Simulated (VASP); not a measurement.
# CO2 (Cmce) in VASP: dielectric tensor with r2SCAN

Aim: the dielectric tensor of CO2 with r2SCAN.

Program: VASP 6.6.1. These are calculated values, not measurements. Logs are shortened: lines on timing, memory, paths and dates and some standing lists are left out, and cuts for length are marked.

### 1 The cell of the first run

The structure is orthorhombic, space group Cmce (No. 64). The conventional cell has a = 5.286 Å, b = 4.760 Å, c = 6.427 Å, α = 90.00°, β = 90.00°, γ = 90.00°. C (site symmetry 2/m) has 2 O at 1.16 Å within 1.6 Å. O (site symmetry m) has 1 C at 1.16 Å within 1.6 Å.

### 2 Dielectric tensor, r2SCAN

Contents of INCAR:

```
PREC = Accurate
ENCUT = 520
EDIFF = 1E-8
ISMEAR = 0
SIGMA = 0.01
LREAL = False
LASPH = True
NELM = 60
ALGO = Normal
ISIF = 2
LWAVE = False
LCHARG = False
METAGGA = R2SCAN
LMIXTAU = True
LCALCEPS = True
KPAR = 4
```

Contents of KPOINTS:

```
regular mesh
0
Gamma
  6 6 4
```

Contents of POSCAR:

```
CO2
1.0
    2.6429049853     -2.3798751837      0.0000000000
    2.6429049853      2.3798751837      0.0000000000
    0.0000000000      0.0000000000      6.4270279489
C O
2 4
Direct
    0.0000000000      0.0000000000      0.0000000000
    0.5000000000      0.5000000000      0.5000000000
    0.8037318635      0.1962681365      0.8928652631
    0.1962681365      0.8037318635      0.1071347369
    0.6962681365      0.3037318635      0.3928652631
    0.3037318635      0.6962681365      0.6071347369
```

Potentials or basis: VASP PAW PBE potentials, release 64 (C, O).

Launch:

```sh
$ cat potpaw_PBE.64/C/POTCAR potpaw_PBE.64/O/POTCAR > POTCAR
$ mpirun -np 4 vasp_std > vasp.out
```

OUTCAR:

```text
PREC = Accurate
   ENCUT = 520
   EDIFF = 1E-8
   ISMEAR = 0
   LREAL = False
   LASPH = True
   NELM = 60
   ISIF = 2
   METAGGA = R2SCAN

 ion  position               nearest neighbor table
   1  0.000  0.000  0.000-   3 1.16   4 1.16
   2  0.500  0.500  0.500-   5 1.16   6 1.16
   3  0.804  0.196  0.893-   1 1.16
   4  0.196  0.804  0.107-   1 1.16
   5  0.696  0.304  0.393-   2 1.16
   6  0.304  0.696  0.607-   2 1.16

  LATTYP: Found a base centered orthorhombic cell.
 ALAT       =     4.7597503674
 B/A-ratio  =     1.1105225196
 C/A-ratio  =     1.3502867699

  Lattice vectors:

 A1 = (  -2.6429049853,  -2.3798751837,   0.0000000000)
 A2 = (   2.6429049853,  -2.3798751837,   0.0000000000)
 A3 = (   0.0000000000,   0.0000000000,   6.4270279489)

Analysis of symmetry for initial positions (statically):
=====================================================================
 Subroutine PRICEL returns:
 Original cell was already a primitive cell.

 Routine SETGRP: Setting up the symmetry group for a
 base centered orthorhombic supercell.

 Subroutine GETGRP returns: Found  8 space group operations
 (whereof  4 operations were pure point group operations)
 out of a pool of  8 trial point group operations.

The static configuration has the point symmetry C_2h.
 The point group associated with its full space group is D_2h.

Analysis of symmetry for dynamics (positions and initial velocities):
=====================================================================
 Subroutine PRICEL returns:
 Original cell was already a primitive cell.

 Routine SETGRP: Setting up the symmetry group for a
 base centered orthorhombic supercell.

 Subroutine GETGRP returns: Found  8 space group operations
 (whereof  4 operations were pure point group operations)
 out of a pool of  8 trial point group operations.

The dynamic configuration has the point symmetry C_2h.
 The point group associated with its full space group is D_2h.

 Subroutine INISYM returns: Found  8 space group operations
 (whereof  4 operations are pure point group operations),
 and found     1 'primitive' translations

----------------------------------------------------------------------------------------

                                     Primitive cell

  volume of cell :      80.8492

  direct lattice vectors                    reciprocal lattice vectors
     2.642904985 -2.379875184  0.000000000     0.189185764 -0.210095052  0.000000000
     2.642904985  2.379875184  0.000000000     0.189185764  0.210095052  0.000000000
     0.000000000  0.000000000  6.427027949     0.000000000  0.000000000  0.155592913

  length of vectors
     3.556508492  3.556508492  6.427027949     0.282721036  0.282721036  0.155592913

  position of ions in fractional coordinates (direct lattice)
     0.000000000  0.000000000  0.000000000
     0.500000000  0.500000000  0.500000000
     0.803731863  0.196268137  0.892865263
     0.196268137  0.803731863  0.107134737
     0.696268137  0.303731863  0.392865263
     0.303731863  0.696268137  0.607134737

  ion indices of the primitive-cell ions
   primitive index   ion index
                 1           1
                 2           2
                 3           3
                 4           4
                 5           5
                 6           6

----------------------------------------------------------------------------------------

 KPOINTS: regular mesh

Automatic generation of k-mesh.
 Grid dimensions read from file:
 generate k-points for:    6    6    4

 Generating k-lattice:

  Cartesian coordinates                     Fractional coordinates (reciprocal lattice)
     0.031530961 -0.035015842  0.000000000     0.166666667  0.000000000  0.000000000
     0.031530961  0.035015842  0.000000000     0.000000000  0.166666667  0.000000000
     0.000000000  0.000000000  0.038898228     0.000000000  0.000000000  0.250000000

  Length of vectors
     0.047120173  0.047120173  0.038898228

  Shift w.r.t. Gamma in fractional coordinates (k-lattice)
     0.000000000  0.000000000  0.000000000

 Subroutine IBZKPT returns following result:
 ===========================================

 Found     39 irreducible k-points:

 Following reciprocal coordinates:
            Coordinates               Weight
  0.000000  0.000000  0.000000      1.000000
  0.166667  0.000000  0.000000      4.000000
  0.333333  0.000000  0.000000      4.000000
  0.500000  0.000000  0.000000      2.000000
  0.166667  0.166667  0.000000      2.000000
  0.333333  0.166667  0.000000      4.000000
[... 16 lines left out ...]
  0.333333  0.333333  0.250000      4.000000
  0.500000  0.333333  0.250000      8.000000
 [... further k-points ...]
   k-points           NKPTS =     39   k-points in BZ     NKDIM =     39   number of bands    NBANDS=     20
   number of dos      NEDOS =    301   number of ions     NIONS =      6
   total plane-waves  NPLWV =  37632
   dimension x,y,z NGX =    28 NGY =   28 NGZ =   48
   dimension x,y,z NGXF=    56 NGYF=   56 NGZF=   96
   ions per type =               2   4
   NGX,Y,Z   is equivalent  to a cutoff of  13.09, 13.09, 12.42 a.u.
   NGXF,Y,Z  is equivalent  to a cutoff of  26.18, 26.18, 24.83 a.u.
 SYSTEM =  unknown system
   PREC   = accura    normal or accurate (medium, high low for compatibility)
   ISTART =      0    job   : 0-new  1-cont  2-samecut
   ICHARG =      2    charge: 1-file 2-atom 10-const
   ISPIN  =      1    spin polarized calculation?
   LNONCOLLINEAR =      F non collinear calculations
   LSORBIT =      F    spin-orbit coupling
   LASPH  =      T    aspherical Exc in radial PAW
   ENCUT  =  520.0 eV  38.22 Ry    6.18 a.u.   6.61  6.61 11.95*2*pi/ulx,y,z
   NELM   =     60;   NELMIN=  2; NELMDL= -5     # of ELM steps
   EDIFF  = 0.1E-07   stopping-criterion for ELM
   LREAL  =      F    real-space projection
   EDIFFG = 0.1E-06   stopping-criterion for IOM
   NSW    =      0    number of steps for IOM
   IBRION =     -1    ionic relax: 0-MD 1-quasi-New 2-CG
   NFREE  =      0    steps in history (QN), initial steepest desc. (CG)
   ISIF   =      2    stress and relaxation
   ISYM   =      2    0-nonsym 1-usesym 2-fastsym
   POTIM  = 0.5000    time-step for ionic-motion
   TEBEG  =    0.0;   TEEND  =   0.0 temperature during run
   PSTRESS=    0.0 pullay stress
   NELECT =      32.0000    total number of electrons
   NUPDOWN=      -1.0000    fix difference up-down
   EMIN   =  10.00;   EMAX   =-10.00  energy-range for DOS
   EFERMI =   0.00;   METHOD = LEGACY
   ISMEAR =     0;   SIGMA  =   0.01  broadening in eV -4-tet -1-fermi 0-gaus
   EFERMI_NEDOS =   21; number of points for ismear=-14 and -15
   IALGO  =     38    algorithm
   IMIX   =      4    mixing-type and parameters
     AMIX     =   0.40;   BMIX     =  1.00
     AMIX_MAG =   1.60;   BMIX_MAG =  1.00
  volume/ion in A,a.u.               =      13.47        90.93
  Fermi-wavevector in a.u.,A,eV,Ry     =   1.201986  2.271425 19.657304  1.444771
  Thomas-Fermi vector in A             =   2.337780
   LORBIT       =      0    0 simple, 1 ext, 2 COOP (PROOUT), +10 PAW based schemes
   METAGGA = R2SCAN    functional components
   LHFCALC =     F    Hartree Fock is set to
   AEXX    =    0.0000 exact exchange contribution
   IVDW    =     0    specifies the selected vdW correction
   LEPSILON=     F    determine dielectric tensor
   LRPA    =     F    only Hartree local field effects (RPA)
   LRPA       =     F
 non-spin polarized calculation
 Gauss-broadening in eV      SIGMA  =   0.01
  energy-cutoff  :      520.00
  volume of cell :       80.85
 maximum number of plane-waves:      2196
 NGX is ok and might be reduce to    28
   NGX = 13   NGY = 13   NGZ = 23

 Total electronic dipole moment: p[elc]=(     0.00336    -0.00000    -0.00000 ) |e| Angst

 Total electronic dipole moment: p[elc]=(     0.00000     0.00000     0.00000 ) |e| Angst

 number of electron      32.0000018 magnetization

 Free energy of the ion-electron system (eV)
  ---------------------------------------------------
  ext. energy  EPLUGINS =         0.00000000
  ---------------------------------------------------
  free energy    TOTEN  =       -51.45803241 eV

  energy without entropy =      -51.45803241  energy(sigma->0) =      -51.45803241

 E-fermi :  -3.3105     XC(G=0):  -8.7738

 val. band max:       -3.3825518951   @ k =   0.5000   0.5000   0.0000
 cond. band min:   10000.0000000000   @ k =   0.0000   0.0000   0.0000
 fundamental gap:  10003.3825518951
 Fermi energy:        -3.3105121490

 k-point     1 :       0.0000    0.0000    0.0000
  band No.  band energies     occupation
      1     -25.5486      2.00000
      2     -25.3577      2.00000
      3     -24.2505      2.00000
      4     -24.1697      2.00000
      5      -8.9738      2.00000
      6      -8.9635      2.00000
[... 12 lines left out ...]
     19   10000.0000      0.00000
     20   10000.0000      0.00000

 k-point     2 :       0.1667    0.0000    0.0000
  band No.  band energies     occupation
      1     -25.5085      2.00000
      2     -25.3401      2.00000
      3     -24.2581      2.00000
      4     -24.1909      2.00000
      5      -9.1423      2.00000
      6      -8.9812      2.00000
[... 12 lines left out ...]
     19   10000.0000      0.00000
     20   10000.0000      0.00000
[... 465 lines left out ...]
      3     -24.2805      2.00000
      4     -24.2719      2.00000
      5      -9.3590      2.00000
      6      -9.1973      2.00000
[... 12 lines left out ...]
     19   10000.0000      0.00000
     20   10000.0000      0.00000

 k-point    24 :       0.5000    0.3333    0.2500
  band No.  band energies     occupation
      1     -25.2939      2.00000
      2     -25.2340      2.00000
      3     -24.2944      2.00000
      4     -24.2895      2.00000
      5      -9.3841      2.00000
      6      -9.1553      2.00000
[... 12 lines left out ...]
     19   10000.0000      0.00000
     20   10000.0000      0.00000

 [... further k-points ...]

------------------------ aborting loop because EDIFF is reached ----------------------------------------

            Ionic dipole moment: p[ion]=(   -10.57162     0.00000   -12.85406 ) |e| Angst

 Total electronic dipole moment: p[elc]=(     0.00000    -0.00000     0.00464 ) |e| Angst

 MACROSCOPIC STATIC DIELECTRIC TENSOR (including local field effects)
 ------------------------------------------------------
           1.750901     0.000000     0.000000
           0.000000     2.243385     0.000000
           0.000000    -0.000000     2.039150
 ------------------------------------------------------

 PIEZOELECTRIC TENSOR (including local field effects) (e Angst)
          XX          YY          ZZ          XY          YZ          ZX
  --------------------------------------------------------------------------------
  x     0.00000     0.00000     0.00000     0.00000     0.00000     0.00000
  y     0.00000     0.00000     0.00000     0.00000     0.00000     0.00000
  z     0.00000     0.00000     0.00000     0.00000     0.00000     0.00000

 PIEZOELECTRIC TENSOR (including local field effects) (C/m^2)
          XX          YY          ZZ          XY          YZ          ZX
  --------------------------------------------------------------------------------
  x     0.00000     0.00000     0.00000     0.00000     0.00000     0.00000
  y     0.00000     0.00000     0.00000     0.00000     0.00000     0.00000
  z     0.00000     0.00000     0.00000     0.00000     0.00000     0.00000

 BORN EFFECTIVE CHARGES (including local field effects) (in |e|, cummulative output)
 ---------------------------------------------------------------------------------
 ion    1
    1     0.71735     0.00000     0.00000
    2     0.00000     2.19595    -0.84234
    3     0.00000    -1.11300     1.57866
 ion    2
    1     0.71735     0.00000     0.00000
    2     0.00000     2.19595     0.84234
    3     0.00000     1.11300     1.57866
 ion    3
    1    -0.35867     0.00000     0.00000
    2     0.00000    -1.09798     0.48003
    3     0.00000     0.59884    -0.78933
 ion    4
    1    -0.35867     0.00000     0.00000
    2     0.00000    -1.09798     0.48003
    3     0.00000     0.59884    -0.78933
 ion    5
    1    -0.35867     0.00000     0.00000
    2     0.00000    -1.09798    -0.48003
    3     0.00000    -0.59884    -0.78933
 ion    6
    1    -0.35867     0.00000     0.00000
    2     0.00000    -1.09798    -0.48003
    3     0.00000    -0.59884    -0.78933

  FORCE on cell =-STRESS in cart. coord.  units (eV):
  Direction    XX          YY          ZZ          XY          YZ          ZX
  --------------------------------------------------------------------------------------
  -------------------------------------------------------------------------------------
  Total        0.2494342      2.3564077      1.3666339      0.0000000      0.0000000      0.0000000
  in kB        4.9430010     46.6965834     27.0823816      0.0000000      0.0000000      0.0000000
  external PRESSURE =      26.2406553 kB  Pullay stress =       0.0000000 kB

 VOLUME and BASIS-vectors are now :
 -----------------------------------------------------------------------------
  energy-cutoff  :      520.00
  volume of cell :       80.85
      direct lattice vectors                 reciprocal lattice vectors
     2.642904985 -2.379875184  0.000000000     0.189185764 -0.210095052  0.000000000
     2.642904985  2.379875184  0.000000000     0.189185764  0.210095052  0.000000000
     0.000000000  0.000000000  6.427027949     0.000000000  0.000000000  0.155592913

 POSITION                                       TOTAL-FORCE (eV/Angst)
 -----------------------------------------------------------------------------------
      0.00000      0.00000      0.00000         0.000000     -0.000000      0.000000
      2.64290      0.00000      3.21351         0.000000     -0.000000      0.000000
      2.64290     -1.44569      5.73847         0.000000      0.570157     -0.420173
      2.64290      1.44569      0.68856         0.000000     -0.570157      0.420173
      2.64290     -0.93419      2.52496         0.000000     -0.570157     -0.420173
      2.64290      0.93419      3.90207         0.000000      0.570157      0.420173
 -----------------------------------------------------------------------------------
    total drift:                                0.000000     -0.000000     -0.000000

  FREE ENERGIE OF THE ION-ELECTRON SYSTEM (eV)
  ---------------------------------------------------
  free  energy   TOTEN  =       -51.4580324123 eV

  energy  without entropy=      -51.4580324123  energy(sigma->0) =      -51.45803241
```

Wall time 11 min (4 MPI ranks of Intel Xeon Platinum 8259CL at 2.50GHz (Skylake/Cascade Lake), shared host); peak memory 0.43 GiB.

What came out:

```
Band gap on the k mesh                  : 7.29 eV (least direct gap 7.86 eV)
Electronic dielectric tensor (diagonal) : 1.75, 2.24, 2.04
Born charges (mean of the diagonal)     : C +1.50; O -0.75 e
```

Electronic dielectric tensor:
```
1.75 0.00 0.00
0.00 2.24 0.00
0.00 0.00 2.04
```

Born effective charge tensors (e):
atom 1, C
```
 0.72  0.00  0.00
 0.00  2.20 -0.84
 0.00 -1.11  1.58
```
atom 2, C
```
0.72 0.00 0.00
0.00 2.20 0.84
0.00 1.11 1.58
```
atom 3, O
```
-0.36  0.00  0.00
 0.00 -1.10  0.48
 0.00  0.60 -0.79
```
atom 4, O
```
-0.36  0.00  0.00
 0.00 -1.10  0.48
 0.00  0.60 -0.79
```
atom 5, O
```
-0.36  0.00  0.00
 0.00 -1.10 -0.48
 0.00 -0.60 -0.79
```
atom 6, O
```
-0.36  0.00  0.00
 0.00 -1.10 -0.48
 0.00 -0.60 -0.79
```

Dipole moments of the cell (e·Å, modulo the quantum): ionic -10.572, 0.000, -12.854; electronic 0.000, 0.000, 0.005

Caveat: the PAW data sets were made with another functional, which shifts forces and pressure a little. A k mesh can miss the band edges.

The gap in the log of VASP goes by the Fermi energy; the results here count the filled bands.